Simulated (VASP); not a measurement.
# ZnO (rock salt type) (Fm-3m) in VASP: further runs

The runs below take ZnO (rock salt type) through single point, with PBE.

All numbers are computed with VASP 6.6.1; they aren't measurements. Logs are shortened: lines on timing, memory, paths and dates and some standing lists are left out, and cuts for length are marked.

## (1) The cell of the first run

The structure is cubic, space group Fm-3m (No. 225). Conventional cell: a = 4.300 Å, b = 4.300 Å, c = 4.300 Å, α = 90.00°, β = 90.00°, γ = 90.00°. Within 2.8 Å of Zn (site symmetry m-3m) lie 6 O at 2.15 Å. O (site symmetry m-3m) has 6 Zn at 2.15 Å within 2.8 Å.

## (2) Single point, PBE

Contents of INCAR:

```
ALGO = Normal
EDIFF = 1E-7
ENCUT = 520
GGA = PE
ISIF = 2
ISMEAR = -1
LASPH = True
LCHARG = False
LREAL = False
LWAVE = False
NBANDS = 16
NELM = 60
PREC = Accurate
SIGMA = 0.06122561905347299
```

Contents of KPOINTS:

```
k-points
0
Gamma
  22 22 22
```

Contents of POSCAR:

```
ZnO
1.0
    0.0000000000      2.1498827932      2.1498827932
    2.1498827932      0.0000000000      2.1498827932
    2.1498827932      2.1498827932      0.0000000000
Zn O
1 1
Direct
    0.0000000000      0.0000000000      0.0000000000
    0.5000000000      0.5000000000      0.5000000000
```

Potentials or basis: VASP PAW PBE potentials, release 64 (Zn, O).

Launch:

```console
cat potpaw_PBE.64/Zn/POTCAR potpaw_PBE.64/O/POTCAR > POTCAR
mpirun -np 1 vasp_std > vasp.out
```

OUTCAR:

```text
EDIFF = 1E-7
   ENCUT = 520
   GGA = PE
   ISIF = 2
   ISMEAR = -1
   LASPH = True
   LREAL = False
   NELM = 60
   PREC = Accurate

 ion  position               nearest neighbor table
   1  0.000  0.000  0.000-   2 2.15   2 2.15   2 2.15   2 2.15   2 2.15   2 2.15
   2  0.500  0.500  0.500-   1 2.15   1 2.15   1 2.15   1 2.15   1 2.15   1 2.15

  LATTYP: Found a face centered cubic cell.
 ALAT       =     4.2997655864

  Lattice vectors:

 A1 = (   0.0000000000,   2.1498827932,   2.1498827932)
 A2 = (   2.1498827932,   0.0000000000,   2.1498827932)
 A3 = (   2.1498827932,   2.1498827932,   0.0000000000)

Analysis of symmetry for initial positions (statically):
=====================================================================
 Subroutine PRICEL returns:
 Original cell was already a primitive cell.

 Routine SETGRP: Setting up the symmetry group for a
 face centered cubic supercell.

 Subroutine GETGRP returns: Found 48 space group operations
 (whereof 48 operations were pure point group operations)
 out of a pool of 48 trial point group operations.

The static configuration has the point symmetry O_h .

Analysis of symmetry for dynamics (positions and initial velocities):
=====================================================================
 Subroutine PRICEL returns:
 Original cell was already a primitive cell.

 Routine SETGRP: Setting up the symmetry group for a
 face centered cubic supercell.

 Subroutine GETGRP returns: Found 48 space group operations
 (whereof 48 operations were pure point group operations)
 out of a pool of 48 trial point group operations.

The dynamic configuration has the point symmetry O_h .

 Subroutine INISYM returns: Found 48 space group operations
 (whereof 48 operations are pure point group operations),
 and found     1 'primitive' translations

----------------------------------------------------------------------------------------

                                     Primitive cell

  volume of cell :      19.8735

  direct lattice vectors                    reciprocal lattice vectors
     0.000000000  2.149882793  2.149882793    -0.232570818  0.232570818  0.232570818
     2.149882793  0.000000000  2.149882793     0.232570818 -0.232570818  0.232570818
     2.149882793  2.149882793  0.000000000     0.232570818  0.232570818 -0.232570818

  length of vectors
     3.040393404  3.040393404  3.040393404     0.402824473  0.402824473  0.402824473

  position of ions in fractional coordinates (direct lattice)
     0.000000000  0.000000000  0.000000000
     0.500000000  0.500000000  0.500000000

  ion indices of the primitive-cell ions
   primitive index   ion index
                 1           1
                 2           2

----------------------------------------------------------------------------------------

 KPOINTS: k-points

Automatic generation of k-mesh.
 Grid dimensions read from file:
 generate k-points for:   22   22   22

 Generating k-lattice:

  Cartesian coordinates                     Fractional coordinates (reciprocal lattice)
    -0.010571401  0.010571401  0.010571401     0.045454545  0.000000000  0.000000000
     0.010571401 -0.010571401  0.010571401     0.000000000  0.045454545  0.000000000
     0.010571401  0.010571401 -0.010571401     0.000000000  0.000000000  0.045454545

  Length of vectors
     0.018310203  0.018310203  0.018310203

  Shift w.r.t. Gamma in fractional coordinates (k-lattice)
     0.000000000  0.000000000  0.000000000

 Subroutine IBZKPT returns following result:
 ===========================================

 Found    328 irreducible k-points:

 Following reciprocal coordinates:
            Coordinates               Weight
  0.000000  0.000000  0.000000      1.000000
  0.045455  0.000000  0.000000      8.000000
  0.090909  0.000000  0.000000      8.000000
  0.136364  0.000000  0.000000      8.000000
  0.181818  0.000000  0.000000      8.000000
  0.227273  0.000000  0.000000      8.000000
[... 16 lines left out ...]
  0.500000  0.045455  0.000000     24.000000
 -0.454545  0.045455  0.000000     24.000000
 [... further k-points ...]
   k-points           NKPTS =    328   k-points in BZ     NKDIM =    328   number of bands    NBANDS=     16
   number of dos      NEDOS =    301   number of ions     NIONS =      2
   total plane-waves  NPLWV =  13824
   dimension x,y,z NGX =    24 NGY =   24 NGZ =   24
   dimension x,y,z NGXF=    48 NGYF=   48 NGZF=   48
   ions per type =               1   1
   NGX,Y,Z   is equivalent  to a cutoff of  13.12, 13.12, 13.12 a.u.
   NGXF,Y,Z  is equivalent  to a cutoff of  26.25, 26.25, 26.25 a.u.
 SYSTEM =  unknown system
   PREC   = accura    normal or accurate (medium, high low for compatibility)
   ISTART =      0    job   : 0-new  1-cont  2-samecut
   ICHARG =      2    charge: 1-file 2-atom 10-const
   ISPIN  =      1    spin polarized calculation?
   LNONCOLLINEAR =      F non collinear calculations
   LSORBIT =      F    spin-orbit coupling
   LASPH  =      T    aspherical Exc in radial PAW
   ENCUT  =  520.0 eV  38.22 Ry    6.18 a.u.   5.65  5.65  5.65*2*pi/ulx,y,z
   NELM   =     60;   NELMIN=  2; NELMDL= -5     # of ELM steps
   EDIFF  = 0.1E-06   stopping-criterion for ELM
   LREAL  =      F    real-space projection
   EDIFFG = 0.1E-05   stopping-criterion for IOM
   NSW    =      0    number of steps for IOM
   IBRION =     -1    ionic relax: 0-MD 1-quasi-New 2-CG
   NFREE  =      0    steps in history (QN), initial steepest desc. (CG)
   ISIF   =      2    stress and relaxation
   ISYM   =      2    0-nonsym 1-usesym 2-fastsym
   POTIM  = 0.5000    time-step for ionic-motion
   TEBEG  =    0.0;   TEEND  =   0.0 temperature during run
   PSTRESS=    0.0 pullay stress
   NELECT =      18.0000    total number of electrons
   NUPDOWN=      -1.0000    fix difference up-down
   EMIN   =  10.00;   EMAX   =-10.00  energy-range for DOS
   EFERMI =   0.00;   METHOD = LEGACY
   ISMEAR =    -1;   SIGMA  =   0.06  broadening in eV -4-tet -1-fermi 0-gaus
   EFERMI_NEDOS =   21; number of points for ismear=-14 and -15
   IALGO  =     38    algorithm
   IMIX   =      4    mixing-type and parameters
     AMIX     =   0.40;   BMIX     =  1.00
     AMIX_MAG =   1.60;   BMIX_MAG =  1.00
  volume/ion in A,a.u.               =       9.94        67.06
  Fermi-wavevector in a.u.,A,eV,Ry     =   1.583948  2.993227 34.135532  2.508891
  Thomas-Fermi vector in A             =   2.683640
   LORBIT       =      0    0 simple, 1 ext, 2 COOP (PROOUT), +10 PAW based schemes
   GGA     = PE    functional components
   LHFCALC =     F    Hartree Fock is set to
   AEXX    =    0.0000 exact exchange contribution
   IVDW    =     0    specifies the selected vdW correction
   LEPSILON=     F    determine dielectric tensor
   LRPA    =     F    only Hartree local field effects (RPA)
 non-spin polarized calculation
  energy-cutoff  :      520.00
  volume of cell :       19.87
 maximum number of plane-waves:       550
   NGX = 11   NGY = 11   NGZ = 11

 number of electron      18.0000012 magnetization

 Free energy of the ion-electron system (eV)
  ---------------------------------------------------
  ext. energy  EPLUGINS =         0.00000000
  ---------------------------------------------------
  free energy    TOTEN  =        -8.62414945 eV

  energy without entropy =       -8.62414481  energy(sigma->0) =       -8.62414713

 E-fermi :   3.1678     XC(G=0): -12.2156

 val. band max:        2.5907686087   @ k =   0.5000   0.0000   0.0000
 cond. band min:       3.4050856049   @ k =   0.0000   0.0000   0.0000
 fundamental gap:      0.8143169962
 Fermi energy:         3.1678483191

 k-point     1 :       0.0000    0.0000    0.0000
  band No.  band energies     occupation
      1     -15.8772      2.00000
      2      -2.2424      2.00000
      3      -2.2424      2.00000
      4      -2.2424      2.00000
      5      -2.0333      2.00000
      6      -2.0333      2.00000
[... 8 lines left out ...]
     15      21.7967      0.00000
     16      21.7967      0.00000

 k-point     2 :       0.0455    0.0000    0.0000
  band No.  band energies     occupation
      1     -15.8547      2.00000
      2      -2.2561      2.00000
      3      -2.2402      2.00000
      4      -2.2402      2.00000
      5      -2.0578      2.00000
      6      -2.0578      2.00000
[... 8 lines left out ...]
     15      21.8188      0.00000
     16      21.8188      0.00000

 k-point     3 :       0.0909    0.0000    0.0000
  band No.  band energies     occupation
      1     -15.7880      2.00000
      2      -2.3038      2.00000
      3      -2.2487      2.00000
      4      -2.2487      2.00000
      5      -2.1115      2.00000
      6      -2.1115      2.00000
[... 8 lines left out ...]
     15      21.9460      0.00000
     16      21.9460      0.00000

 k-point     4 :       0.1364    0.0000    0.0000
  band No.  band energies     occupation
      1     -15.6806      2.00000
      2      -2.4060      2.00000
      3      -2.3240      2.00000
      4      -2.3240      2.00000
      5      -2.1256      2.00000
      6      -2.1256      2.00000
[... 8 lines left out ...]
     15      22.2208      0.00000
     16      22.2209      0.00000

 k-point     5 :       0.1818    0.0000    0.0000
  band No.  band energies     occupation
      1     -15.5379      2.00000
      2      -2.5968      2.00000
      3      -2.4578      2.00000
      4      -2.4578      2.00000
      5      -2.0945      2.00000
      6      -2.0945      2.00000
[... 8 lines left out ...]
     15      22.6331      0.00000
     16      22.6331      0.00000

 k-point     6 :       0.2273    0.0000    0.0000
  band No.  band energies     occupation
      1     -15.3682      2.00000
      2      -2.9006      2.00000
      3      -2.6083      2.00000
      4      -2.6083      2.00000
      5      -2.0475      2.00000
      6      -2.0475      2.00000
[... 8 lines left out ...]
     15      23.1672      0.00000
     16      23.1672      0.00000

 k-point     7 :       0.2727    0.0000    0.0000
  band No.  band energies     occupation
      1     -15.1824      2.00000
      2      -3.2934      2.00000
      3      -2.7560      2.00000
      4      -2.7560      2.00000
      5      -1.9953      2.00000
      6      -1.9953      2.00000
[... 8 lines left out ...]
     15      23.8079      0.00000
     16      23.8079      0.00000

 k-point     8 :       0.3182    0.0000    0.0000
  band No.  band energies     occupation
      1     -14.9941      2.00000
      2      -3.7130      2.00000
      3      -2.8893      2.00000
      4      -2.8893      2.00000
      5      -1.9437      2.00000
      6      -1.9437      2.00000
[... 8 lines left out ...]
     15      24.5357      0.00000
     16      24.5357      0.00000

 k-point     9 :       0.3636    0.0000    0.0000
  band No.  band energies     occupation
      1     -14.8202      2.00000
      2      -4.0986      2.00000
      3      -3.0002      2.00000
      4      -3.0002      2.00000
      5      -1.8977      2.00000
      6      -1.8977      2.00000
[... 8 lines left out ...]
     15      25.3203      0.00000
     16      25.3203      0.00000
[... 172 lines left out ...]
 k-point    19 :       0.3182    0.0455    0.0000
  band No.  band energies     occupation
      1     -15.0444      2.00000
      2      -3.5803      2.00000
      3      -2.8772      2.00000
      4      -2.7966      2.00000
      5      -1.9914      2.00000
      6      -1.9294      2.00000
[... 8 lines left out ...]
     15      23.7043      0.00000
     16      25.0500      0.00000

 k-point    20 :       0.3636    0.0455    0.0000
  band No.  band energies     occupation
      1     -14.8660      2.00000
      2      -3.9660      2.00000
      3      -2.9921      2.00000
      4      -2.9220      2.00000
      5      -1.9391      2.00000
      6      -1.8867      2.00000
[... 8 lines left out ...]
     15      24.4460      0.00000
     16      25.7416      0.00000

 k-point    21 :       0.4091    0.0455    0.0000
  band No.  band energies     occupation
      1     -14.7133      2.00000
      2      -4.2916      2.00000
      3      -3.0773      2.00000
      4      -3.0235      2.00000
      5      -1.8935      2.00000
      6      -1.8536      2.00000
[... 8 lines left out ...]
     15      25.2095      0.00000
     16      26.4271      0.00000

 k-point    22 :       0.4545    0.0455    0.0000
  band No.  band energies     occupation
      1     -14.6035      2.00000
      2      -4.5210      2.00000
      3      -3.1297      2.00000
      4      -3.0958      2.00000
      5      -1.8586      2.00000
      6      -1.8335      2.00000
[... 8 lines left out ...]
     15      25.8982      0.00000
     16      26.9595      0.00000

 k-point    23 :       0.5000    0.0455    0.0000
  band No.  band energies     occupation
      1     -14.5504      2.00000
      2      -4.6305      2.00000
      3      -3.1477      2.00000
      4      -3.1357      2.00000
      5      -1.8374      2.00000
      6      -1.8285      2.00000
[... 8 lines left out ...]
     15      26.3792      0.00000
     16      27.0771      0.00000

 k-point    24 :      -0.4545    0.0455    0.0000
  band No.  band energies     occupation
      1     -14.5611      2.00000
      2      -4.6088      2.00000
      3      -3.1417      2.00000
      4      -3.1306      2.00000
      5      -1.8394      2.00000
      6      -1.8316      2.00000
[... 8 lines left out ...]
     15      26.5716      0.00000
     16      26.6489      0.00000

 [... further k-points ...]

------------------------ aborting loop because EDIFF is reached ----------------------------------------

  FORCE on cell =-STRESS in cart. coord.  units (eV):
  Direction    XX          YY          ZZ          XY          YZ          ZX
  --------------------------------------------------------------------------------------
  -------------------------------------------------------------------------------------
  Total        0.5837200      0.5837200      0.5837200      0.0000000      0.0000000     -0.0000000
  in kB       47.0587964     47.0587964     47.0587964      0.0000000      0.0000000     -0.0000000
  external PRESSURE =      47.0587964 kB  Pullay stress =       0.0000000 kB

 VOLUME and BASIS-vectors are now :
 -----------------------------------------------------------------------------
  energy-cutoff  :      520.00
  volume of cell :       19.87
      direct lattice vectors                 reciprocal lattice vectors
     0.000000000  2.149882793  2.149882793    -0.232570818  0.232570818  0.232570818
     2.149882793  0.000000000  2.149882793     0.232570818 -0.232570818  0.232570818
     2.149882793  2.149882793  0.000000000     0.232570818  0.232570818 -0.232570818

 POSITION                                       TOTAL-FORCE (eV/Angst)
 -----------------------------------------------------------------------------------
      0.00000      0.00000      0.00000         0.000000      0.000000      0.000000
      2.14988      2.14988      2.14988        -0.000000     -0.000000     -0.000000
 -----------------------------------------------------------------------------------
    total drift:                                0.000000     -0.000000     -0.000000

  FREE ENERGIE OF THE ION-ELECTRON SYSTEM (eV)
  ---------------------------------------------------
  free  energy   TOTEN  =        -8.6241494482 eV

  energy  without entropy=       -8.6241448083  energy(sigma->0) =       -8.62414713
```

Run time: 46 s. Hardware: 1 thread of Intel Xeon Platinum 8488C (Sapphire Rapids), shared host; peak memory 0.22 GiB.

What came out:

| Item | Value |
| --- | --- |
| Free energy | -8.6241 eV |
| Pressure | 4.7 GPa |
| Band gap on the k mesh | 0.81 eV, indirect (least direct gap 2.13 eV) |

A k mesh can miss the band edges. Expect the measured gap to be larger: semilocal functionals such as PBE lack the derivative discontinuity.

## (3) Single point, PBE

Contents of INCAR:

```
SYSTEM = ZnO
PREC = Accurate
ENCUT = 520
EDIFF = 1E-6
ISMEAR = -1
SIGMA = 0.06122561905347299
LREAL = .False.
LASPH = .True.
NELM = 100
ALGO = Normal
ISIF = 2
LWAVE = .False.
LCHARG = .True.
GGA = PE
LELF = .True.
LVHAR = .True.
NBANDS = 16
```

Contents of KPOINTS:

```
regular mesh
0
Gamma
  22 22 22
  0 0 0
```

POSCAR is that of step 2.

Potentials or basis: VASP PAW PBE potentials, release 64 (Zn, O).

Launch:

```console
cat potpaw_PBE.64/Zn/POTCAR potpaw_PBE.64/O/POTCAR > POTCAR
mpirun -np 1 vasp_std > vasp.out
```

OUTCAR:

```text
SYSTEM = ZnO
   PREC = Accurate
   ENCUT = 520
   EDIFF = 1E-6
   ISMEAR = -1
   LREAL = .False.
   LASPH = .True.
   NELM = 100
   ISIF = 2
   GGA = PE

 ion  position               nearest neighbor table
   1  0.000  0.000  0.000-   2 2.15   2 2.15   2 2.15   2 2.15   2 2.15   2 2.15
   2  0.500  0.500  0.500-   1 2.15   1 2.15   1 2.15   1 2.15   1 2.15   1 2.15

  LATTYP: Found a face centered cubic cell.
 ALAT       =     4.2997655864

  Lattice vectors:

[... 640 lines left out ...]
 [... further k-points ...]

------------------------ aborting loop because EDIFF is reached ----------------------------------------

  FORCE on cell =-STRESS in cart. coord.  units (eV):
  Direction    XX          YY          ZZ          XY          YZ          ZX
  --------------------------------------------------------------------------------------
  -------------------------------------------------------------------------------------
  Total        0.5817032      0.5817032      0.5817032     -0.0000000     -0.0000000      0.0000000
  in kB       46.8962051     46.8962051     46.8962051     -0.0000000     -0.0000000      0.0000000
  external PRESSURE =      46.8962051 kB  Pullay stress =       0.0000000 kB

 VOLUME and BASIS-vectors are now :
 -----------------------------------------------------------------------------
  energy-cutoff  :      520.00
  volume of cell :       19.87
      direct lattice vectors                 reciprocal lattice vectors
     0.000000000  2.149882793  2.149882793    -0.232570818  0.232570818  0.232570818
     2.149882793  0.000000000  2.149882793     0.232570818 -0.232570818  0.232570818
     2.149882793  2.149882793  0.000000000     0.232570818  0.232570818 -0.232570818

 POSITION                                       TOTAL-FORCE (eV/Angst)
 -----------------------------------------------------------------------------------
      0.00000      0.00000      0.00000         0.000000      0.000000      0.000000
      2.14988      2.14988      2.14988         0.000000     -0.000000      0.000000
 -----------------------------------------------------------------------------------
    total drift:                                0.000000     -0.000000     -0.000000

  FREE ENERGIE OF THE ION-ELECTRON SYSTEM (eV)
  ---------------------------------------------------
  free  energy   TOTEN  =        -8.6241499968 eV

  energy  without entropy=       -8.6241453348  energy(sigma->0) =       -8.62414767
```

It took 39 s on 1 thread of Intel Xeon Platinum 8488C (Sapphire Rapids), shared host; peak memory 0.21 GiB.

What came out:

| Quantity | Value |
| --- | --- |
| Free energy | -8.6241 eV |
| Pressure | 4.7 GPa |
| Band gap on the k mesh | 0.81 eV, indirect (least direct gap 2.13 eV) |

Levels at points of the mesh, in eV from the valence-band top:
```tsv
k point	band 6	band 7	band 8	band 9	band 10	band 11	band 12	band 13
(0.00, 0.00, 0.00)	-4.63	-1.32	-1.32	-1.32	0.81	17.90	17.90	17.90
(0.50, 0.00, 0.00)	-4.42	-3.60	0.00	0.00	5.41	8.96	12.74	12.74
(0.50, 0.50, 0.00)	-4.31	-4.02	-2.72	-2.72	4.15	10.59	11.24	15.27
```

A k mesh can miss the band edges. PBE gaps usually lie below the measured ones, often by a third to a half.
